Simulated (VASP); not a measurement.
A run of VASP 6.6.1 is set up as follows.

File POSCAR:

```
MgS
1.0
    0.0000000000      2.8552202894      2.8552202894
    2.8552202894      0.0000000000      2.8552202894
    2.8552202894      2.8552202894      0.0000000000
Mg S
1 1
Direct
    0.0000000000      0.0000000000      0.0000000000
    0.7500000000      0.7500000000      0.7500000000
```

The input INCAR.step1:

```
SYSTEM = MgS
ALGO     = Normal         ! electronic algorithm
EDIFF    = 1E-4           ! SCF threshold, eV
ENCUT    = 520            ! plane-wave cutoff, eV
GGA      = PE             ! functional
ISMEAR   = 0              ! smearing method
LASPH    = .True.         ! aspherical terms in the spheres
LCHARG   = .False.        ! write CHGCAR
LREAL    = .False.        ! projectors in reciprocal space
LWAVE    = .True.         ! write WAVECAR
NBANDS   = 11             ! bands
NELM     = 80             ! most SCF steps
PREC     = Accurate       ! precision mode
SIGMA    = 0.01           ! smearing width, eV
```

File INCAR.step2:

```
SYSTEM = MgS
ALGO     = Normal         ! electronic algorithm
EDIFF    = 1E-6           ! SCF threshold, eV
ENCUT    = 520            ! plane-wave cutoff, eV
ISIF     = 2              ! what is computed and relaxed
ISMEAR   = 0              ! smearing method
ISTART   = 1            
LASPH    = .True.         ! aspherical terms in the spheres
LCHARG   = .True.         ! write CHGCAR
LELF     = .True.         ! ELF
LMIXTAU  = .True.       
LREAL    = .False.        ! projectors in reciprocal space
LVHAR    = .True.       
LWAVE    = .False.        ! write WAVECAR
METAGGA  = R2SCAN         ! meta-GGA
NBANDS   = 11             ! bands
NELM     = 80             ! most SCF steps
PREC     = Accurate       ! precision mode
SIGMA    = 0.01           ! smearing width, eV
```

Contents of KPOINTS:

```
k-points
0
Gamma
  8 8 8
  0 0 0
```

Potentials or basis: VASP PAW PBE potentials, release 64 (Mg, S).

Run with:

```bash
$ cat potpaw_PBE.64/Mg/POTCAR potpaw_PBE.64/S/POTCAR > POTCAR
$ cp INCAR.step1 INCAR
$ mpirun -np 1 vasp_std > vasp.out
$ cp INCAR.step2 INCAR
$ mpirun -np 1 vasp_std > vasp.out
```

Task: Estimate the band gap on the k mesh.

Result: 3.99 eV.

Task: Predict the pressure.

Result: -1.7 GPa.

Caveat: the cell differs from its parent crystal (strain +0.9%); the PAW data sets were made with another functional, which shifts forces and pressure a little. A k mesh can miss the band edges.
